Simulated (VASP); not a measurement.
# MnS (P6_3mc) in VASP: single point with PBE+U

Aim: the single point of MnS with PBE+U.

Everything below comes from runs of VASP 6.6.1. Logs are shortened: lines on timing, memory, paths and dates and some standing lists are left out, and cuts for length are marked.

## Step 1: The cell of the first run

It takes space group P6_3mc (No. 186, hexagonal). Conventional cell: a = 3.976 Å, b = 3.976 Å, c = 6.432 Å, α = 90.00°, β = 90.00°, γ = 120.00°. Mn (site symmetry 3m) has 4 S at 2.41 to 2.48 Å within 3.2 Å. S (site symmetry 3m) has 4 Mn at 2.41 to 2.48 Å within 3.2 Å.

## Step 2: Single point, PBE+U

INCAR reads:

```
PREC = Accurate
ENCUT = 600
EDIFF = 1E-6
ISMEAR = 0
SIGMA = 0.05
LREAL = False
LASPH = True
NELM = 200
ALGO = Normal
ISIF = 2
LWAVE = False
LCHARG = False
LMAXMIX = 4
LDAU = True
LDAUTYPE = 2
LDAUL = 2 -1
LDAUU = 5 0
LDAUJ = 0 0
LDAUPRINT = 1
GGA = PE
NBANDS = 29
GGA_COMPAT = False
```

KPOINTS reads:

```
Automatic mesh
0
Gamma
  6 6 3
```

POSCAR reads:

```
MnS
1.0
    3.9760016100      0.0000000000      0.0000000000
   -1.9880008000      3.4433184000      0.0000000000
    0.0000000000      0.0000000000      6.4320005000
Mn S
2 2
Direct
    0.3333333333      0.6666666667      0.0000000000
    0.6666666667      0.3333333333      0.5000000000
    0.3333333333      0.6666666667      0.3850000000
    0.6666666667      0.3333333333      0.8850000000
```

Potentials or basis: VASP PAW PBE potentials, release 64 (Mn_sv, S).

Command:

```
$ cat potpaw_PBE.64/Mn_sv/POTCAR potpaw_PBE.64/S/POTCAR > POTCAR
$ mpirun -np 1 vasp_std > vasp.out
```

OUTCAR:

```text
PREC = Accurate
   ENCUT = 600
   EDIFF = 1E-6
   ISMEAR = 0
   LREAL = False
   LASPH = True
   NELM = 200
   ISIF = 2
   GGA = PE

 ion  position               nearest neighbor table
   1  0.333  0.667  0.000-   4 2.41   4 2.41   4 2.41   3 2.48
   2  0.667  0.333  0.500-   3 2.41   3 2.41   3 2.41   4 2.48
   3  0.333  0.667  0.385-   2 2.41   2 2.41   2 2.41   1 2.48
   4  0.667  0.333  0.885-   1 2.41   1 2.41   1 2.41   2 2.48

  LATTYP: Found a hexagonal cell.
 ALAT       =     3.9760016100
 C/A-ratio  =     1.6177057081

  Lattice vectors:

 A1 = (   3.9760016100,   0.0000000000,   0.0000000000)
 A2 = (  -1.9880008000,   3.4433184000,   0.0000000000)
 A3 = (   0.0000000000,   0.0000000000,   6.4320005000)

Analysis of symmetry for initial positions (statically):
=====================================================================
 Subroutine PRICEL returns:
 Original cell was already a primitive cell.

 Routine SETGRP: Setting up the symmetry group for a
 hexagonal supercell.

 Subroutine GETGRP returns: Found 12 space group operations
 (whereof  6 operations were pure point group operations)
 out of a pool of 24 trial point group operations.

The static configuration has the point symmetry C_3v.
 The point group associated with its full space group is C_6v.

Analysis of symmetry for dynamics (positions and initial velocities):
=====================================================================
 Subroutine PRICEL returns:
 Original cell was already a primitive cell.

 Routine SETGRP: Setting up the symmetry group for a
 hexagonal supercell.

 Subroutine GETGRP returns: Found 12 space group operations
 (whereof  6 operations were pure point group operations)
 out of a pool of 24 trial point group operations.

The dynamic configuration has the point symmetry C_3v.
 The point group associated with its full space group is C_6v.

 Subroutine INISYM returns: Found 12 space group operations
 (whereof  6 operations are pure point group operations),
 and found     1 'primitive' translations

----------------------------------------------------------------------------------------

                                     Primitive cell

  volume of cell :      88.0582

  direct lattice vectors                    reciprocal lattice vectors
     3.976001610  0.000000000  0.000000000     0.251508952  0.145208761  0.000000000
    -1.988000800  3.443318400  0.000000000     0.000000000  0.290417523  0.000000000
     0.000000000  0.000000000  6.432000500     0.000000000  0.000000000  0.155472625

  length of vectors
     3.976001610  3.976001608  6.432000500     0.290417523  0.290417523  0.155472625

  position of ions in fractional coordinates (direct lattice)
     0.333333333  0.666666667  0.000000000
     0.666666667  0.333333333  0.500000000
     0.333333333  0.666666667  0.385000000
     0.666666667  0.333333333  0.885000000

  ion indices of the primitive-cell ions
   primitive index   ion index
                 1           1
                 2           2
                 3           3
                 4           4

----------------------------------------------------------------------------------------

 KPOINTS: Automatic mesh

Automatic generation of k-mesh.
 Grid dimensions read from file:
 generate k-points for:    6    6    3

[... 84 lines left out ...]
   IVDW    =     0    specifies the selected vdW correction
   LEPSILON=     F    determine dielectric tensor
   LRPA    =     F    only Hartree local field effects (RPA)
 non-spin polarized calculation
 Gauss-broadening in eV      SIGMA  =   0.05
  energy-cutoff  :      600.00
  volume of cell :       88.06
 maximum number of plane-waves:      2958
 NGX is ok and might be reduce to    32
   NGX = 15   NGY = 15   NGZ = 25

atom =   1  type =  1  l = 2

 onsite density matrix

spin component  1

  0.4051  0.0000 -0.0000 -0.2475 -0.0000
  0.0000  0.7393 -0.0000  0.0000 -0.2475
 -0.0000 -0.0000  0.0901  0.0000  0.0000
 -0.2475  0.0000  0.0000  0.7393 -0.0000
 -0.0000 -0.2475  0.0000 -0.0000  0.4051

spin component  2

  0.4051  0.0000 -0.0000 -0.2475 -0.0000
  0.0000  0.7393 -0.0000  0.0000 -0.2475
 -0.0000 -0.0000  0.0901  0.0000  0.0000
 -0.2475  0.0000  0.0000  0.7393 -0.0000
 -0.0000 -0.2475  0.0000 -0.0000  0.4051

 occupancies and eigenvectors

  o =  0.0901  v = -0.0000  0.0000 -1.0000 -0.0000  0.0000  0.0000  0.0000  0.0000  0.0000  0.0000      0.0000  0.0000  0.0000  0.0000  0.0000  0.0000  0.0000  0.0000  0.0000  0.0000
  o =  0.0901  v =  0.0000  0.0000  0.0000  0.0000  0.0000 -0.0000  0.0000 -1.0000 -0.0000  0.0000      0.0000  0.0000  0.0000  0.0000  0.0000  0.0000  0.0000  0.0000  0.0000  0.0000
  o =  0.2735  v =  0.6399 -0.3234 -0.0000  0.3401 -0.6085  0.0000  0.0000  0.0000  0.0000  0.0000      0.0000  0.0000  0.0000  0.0000  0.0000  0.0000  0.0000  0.0000  0.0000  0.0000
  o =  0.2735  v =  0.0000  0.0000  0.0000  0.0000  0.0000  0.6399 -0.3234 -0.0000  0.3401 -0.6085      0.0000  0.0000  0.0000  0.0000  0.0000  0.0000  0.0000  0.0000  0.0000  0.0000
  o =  0.2735  v = -0.6085 -0.3401  0.0000 -0.3234 -0.6399  0.0000  0.0000  0.0000  0.0000  0.0000      0.0000  0.0000  0.0000  0.0000  0.0000  0.0000  0.0000  0.0000  0.0000  0.0000
  o =  0.2735  v =  0.0000  0.0000  0.0000  0.0000  0.0000 -0.6085 -0.3401  0.0000 -0.3234 -0.6399      0.0000  0.0000  0.0000  0.0000  0.0000  0.0000  0.0000  0.0000  0.0000  0.0000
  o =  0.8708  v =  0.0000  0.0000  0.0000  0.0000  0.0000 -0.3401 -0.6085  0.0000  0.6399  0.3234      0.0000  0.0000  0.0000  0.0000  0.0000  0.0000  0.0000  0.0000  0.0000  0.0000
  o =  0.8708  v = -0.3401 -0.6085  0.0000  0.6399  0.3234  0.0000  0.0000  0.0000  0.0000  0.0000      0.0000  0.0000  0.0000  0.0000  0.0000  0.0000  0.0000  0.0000  0.0000  0.0000
  o =  0.8708  v =  0.3234 -0.6399 -0.0000 -0.6085  0.3401  0.0000  0.0000  0.0000  0.0000  0.0000      0.0000  0.0000  0.0000  0.0000  0.0000  0.0000  0.0000  0.0000  0.0000  0.0000
  o =  0.8708  v =  0.0000  0.0000  0.0000  0.0000  0.0000  0.3234 -0.6399 -0.0000 -0.6085  0.3401      0.0000  0.0000  0.0000  0.0000  0.0000  0.0000  0.0000  0.0000  0.0000  0.0000

atom =   2  type =  1  l = 2

 onsite density matrix

spin component  1

  0.4051 -0.0000 -0.0000  0.2475 -0.0000
 -0.0000  0.7393  0.0000  0.0000  0.2475
 -0.0000  0.0000  0.0901 -0.0000  0.0000
  0.2475  0.0000 -0.0000  0.7393  0.0000
 -0.0000  0.2475  0.0000  0.0000  0.4051

spin component  2

  0.4051 -0.0000 -0.0000  0.2475 -0.0000
 -0.0000  0.7393  0.0000  0.0000  0.2475
 -0.0000  0.0000  0.0901 -0.0000  0.0000
  0.2475  0.0000 -0.0000  0.7393  0.0000
 -0.0000  0.2475  0.0000  0.0000  0.4051

 occupancies and eigenvectors

  o =  0.0901  v = -0.0000 -0.0000 -1.0000  0.0000  0.0000  0.0000  0.0000  0.0000  0.0000  0.0000      0.0000  0.0000  0.0000  0.0000  0.0000  0.0000  0.0000  0.0000  0.0000  0.0000
  o =  0.0901  v =  0.0000  0.0000  0.0000  0.0000  0.0000 -0.0000 -0.0000 -1.0000  0.0000  0.0000      0.0000  0.0000  0.0000  0.0000  0.0000  0.0000  0.0000  0.0000  0.0000  0.0000
  o =  0.2735  v =  0.6399  0.3234 -0.0000 -0.3401 -0.6085  0.0000  0.0000  0.0000  0.0000  0.0000      0.0000  0.0000  0.0000  0.0000  0.0000  0.0000  0.0000  0.0000  0.0000  0.0000
  o =  0.2735  v =  0.0000  0.0000  0.0000  0.0000  0.0000  0.6399  0.3234 -0.0000 -0.3401 -0.6085      0.0000  0.0000  0.0000  0.0000  0.0000  0.0000  0.0000  0.0000  0.0000  0.0000
  o =  0.2735  v = -0.6085  0.3401  0.0000  0.3234 -0.6399  0.0000  0.0000  0.0000  0.0000  0.0000      0.0000  0.0000  0.0000  0.0000  0.0000  0.0000  0.0000  0.0000  0.0000  0.0000
  o =  0.2735  v =  0.0000  0.0000  0.0000  0.0000  0.0000 -0.6085  0.3401  0.0000  0.3234 -0.6399      0.0000  0.0000  0.0000  0.0000  0.0000  0.0000  0.0000  0.0000  0.0000  0.0000
  o =  0.8708  v =  0.0000  0.0000  0.0000  0.0000  0.0000 -0.3401  0.6085  0.0000 -0.6399  0.3234      0.0000  0.0000  0.0000  0.0000  0.0000  0.0000  0.0000  0.0000  0.0000  0.0000
  o =  0.8708  v = -0.3401  0.6085  0.0000 -0.6399  0.3234  0.0000  0.0000  0.0000  0.0000  0.0000      0.0000  0.0000  0.0000  0.0000  0.0000  0.0000  0.0000  0.0000  0.0000  0.0000
  o =  0.8708  v =  0.3234  0.6399 -0.0000  0.6085  0.3401  0.0000  0.0000  0.0000  0.0000  0.0000      0.0000  0.0000  0.0000  0.0000  0.0000  0.0000  0.0000  0.0000  0.0000  0.0000
  o =  0.8708  v =  0.0000  0.0000  0.0000  0.0000  0.0000  0.3234  0.6399 -0.0000  0.6085  0.3401      0.0000  0.0000  0.0000  0.0000  0.0000  0.0000  0.0000  0.0000  0.0000  0.0000

 number of electron      42.0000005 magnetization

 Free energy of the ion-electron system (eV)
  ---------------------------------------------------
  ext. energy  EPLUGINS =         0.00000000
  ---------------------------------------------------
  free energy    TOTEN  =       -16.03726444 eV

  energy without entropy =      -16.03612166  energy(sigma->0) =      -16.03669305

 E-fermi :   5.1510     XC(G=0):  -9.3810

 val. band max:        5.1061738657   @ k =   0.5000   0.0000   0.0000
 cond. band min:       5.2198215175   @ k =   0.3333   0.0000   0.3333
 fundamental gap:      0.1136476518
 Fermi energy:         5.1510304078

 k-point     1 :       0.0000    0.0000    0.0000
  band No.  band energies     occupation
      1     -74.4546      2.00000
      2     -74.4545      2.00000
      3     -43.2337      2.00000
      4     -43.2337      2.00000
      5     -43.2331      2.00000
      6     -43.2331      2.00000
[... 437 lines left out ...]
     28      10.4444      0.00000
     29      10.4444      0.00000

------------------------ aborting loop because EDIFF is reached ----------------------------------------

  FORCE on cell =-STRESS in cart. coord.  units (eV):
  Direction    XX          YY          ZZ          XY          YZ          ZX
  --------------------------------------------------------------------------------------
  -------------------------------------------------------------------------------------
  Total       -7.9015306     -7.9015306     -5.8473122     -0.0000000      0.0000000      0.0000000
  in kB     -143.7646138   -143.7646138   -106.3890812     -0.0000002      0.0000000      0.0000000
  external PRESSURE =    -131.3061029 kB  Pullay stress =       0.0000000 kB

 VOLUME and BASIS-vectors are now :
 -----------------------------------------------------------------------------
  energy-cutoff  :      600.00
  volume of cell :       88.06
      direct lattice vectors                 reciprocal lattice vectors
     3.976001610  0.000000000  0.000000000     0.251508952  0.145208761  0.000000000
    -1.988000800  3.443318400  0.000000000     0.000000000  0.290417523  0.000000000
     0.000000000  0.000000000  6.432000500     0.000000000  0.000000000  0.155472625

 POSITION                                       TOTAL-FORCE (eV/Angst)
 -----------------------------------------------------------------------------------
      0.00000      2.29555      0.00000         0.000000     -0.000000     -0.271698
      1.98800      1.14777      3.21600        -0.000000      0.000000     -0.271698
      0.00000      2.29555      2.47632         0.000000      0.000000      0.271698
      1.98800      1.14777      5.69232         0.000000      0.000000      0.271698
 -----------------------------------------------------------------------------------
    total drift:                               -0.000001      0.000000      0.002726

  FREE ENERGIE OF THE ION-ELECTRON SYSTEM (eV)
  ---------------------------------------------------
  free  energy   TOTEN  =       -16.0372644419 eV

  energy  without entropy=      -16.0361216567  energy(sigma->0) =      -16.03669305
```

Run time: 34 s. Hardware: 1 thread of Intel Xeon 6975P-C (Granite Rapids), shared host; peak memory 0.23 GiB.

Results:

```
Free energy            : -16.0373 eV
Pressure               : -13.1 GPa
Largest force          : 0.272 eV/Å
Band gap on the k mesh : zero (bands 21 and 22 overlap by 1.68 eV)
```

Forces on the atoms (eV/Å):
```
Mn   0.000  0.000 -0.272
Mn   0.000  0.000 -0.272
S    0.000  0.000  0.272
S    0.000  0.000  0.272
```

Stress tensor (GPa, compression positive):
```
-14.38   0.00   0.00
  0.00 -14.38   0.00
  0.00   0.00 -10.64
```

Levels at points of the mesh, in eV from the Fermi level:
| k point | band 18 | band 19 | band 20 | band 21 | band 22 | band 23 |
| --- | --- | --- | --- | --- | --- | --- |
| (0.00, 0.00, 0.00) | -2.72 | -2.29 | -2.29 | 0.90 | 1.35 | 1.35 |
| (0.50, 0.00, 0.00) | -2.24 | -2.06 | -1.80 | -0.22 | -0.04 | 0.39 |

Eigenvalues of the final occupation matrices:
```
    site  spin  trace               eigenvalues
site 1 d     1   2.38  0.09 0.27 0.27 0.87 0.87
site 1 d     2   2.38  0.09 0.27 0.27 0.87 0.87
site 2 d     1   2.38  0.09 0.27 0.27 0.87 0.87
site 2 d     2   2.38  0.09 0.27 0.27 0.87 0.87
```

Caveat: the cell stands under tension; the run has no spin polarisation, though such a crystal can be magnetic; U without spin polarisation on a metal has little footing. Spin polarisation is off, so any magnetic state and its effect on volume and gap are missing.
